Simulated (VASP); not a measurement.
BaTiO3:

```
Ba Ti O
1.0
     3.99980    0.00000    0.00000
     0.00000    3.99980    0.00000
     0.00000    0.00000    4.01800
Ba Ti O
1 1 3
Direct
  0.00000 0.00000 0.00000
  0.50000 0.50000 0.49000
  0.50000 0.50000 0.01900
  0.50000 0.00000 0.51700
  0.00000 0.50000 0.51700
```

Base run:

* Program: VASP 6.6.1
* Functional: PBE
* Potentials or basis: VASP PAW PBE potentials, release 64 (Ba_sv, Ti_sv, O)
* Cutoff: 600 eV
* k mesh: 6 × 6 × 6
* Occupations: gaussian, width 0.01 eV
* Spin: no spin polarisation
* Hubbard terms: Ti d U = 2.0 eV

Its results: band gap on the k mesh 2.00 eV (least direct gap 2.30 eV); pressure 5.7 GPa; largest force 0.172 eV/Å.

**Question.** The run is repeated on the same cell with these changes: hubbard terms from Ti d U = 2.0 eV to Ti d U = 8.0 eV. What comes out?

**Answer.** Band gap on the k mesh 2.81 eV (least direct gap 3.14 eV); pressure 10.7 GPa; largest force 1.064 eV/Å.

Caveats: the cell stands under pressure; spin-orbit coupling is left out, which moves the levels of the heavy elements; forces of over 1 eV/Å act on the atoms, so gaps and moduli don't describe the material at rest (at least some runs).

A k mesh can miss the band edges.
